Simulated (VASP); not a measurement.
Input of a VASP 6.6.1 run:

INCAR

```
PREC     = Accurate       # precision mode
ENCUT    = 520            # plane-wave cutoff, eV
EDIFF    = 1E-8           # SCF threshold, eV
ISMEAR   = -1             # smearing method
SIGMA    = 0.05           # smearing width, eV
LREAL    = F              # projectors in reciprocal space
LASPH    = T              # aspherical terms in the spheres
NELM     = 80             # most SCF steps
ALGO     = Normal         # electronic algorithm
ISIF     = 2              # what is computed and relaxed
LWAVE    = F              # write WAVECAR
LCHARG   = F              # write CHGCAR
GGA      = PS             # functional
LEFG     = T            
NBANDS   = 8              # bands
```

KPOINTS

```
regular mesh
0
Gamma
  13 13 13
```

File POSCAR:

```
Sb
1.0
    3.1600000000      0.0000000000      0.0000000000
    0.0000000000      3.1600000000      0.0000000000
    0.0000000000      0.0000000000      3.1600000000
Sb
1
Direct
    0.0000000000      0.0000000000      0.0000000000
```

Potentials or basis: VASP PAW PBE potentials, release 64 (Sb).

The run is started by

```bash
$ cat potpaw_PBE.64/Sb/POTCAR > POTCAR
$ mpirun -np 1 vasp_std > vasp.out
```

Question: Predict the pressure.

Answer: -4.9 GPa.

Caveat: without QUAD_EFG the Cq values of the log hold for a quadrupole moment of 1 mb, not for the nuclei; the PAW data sets were made with another functional, which shifts forces and pressure a little.
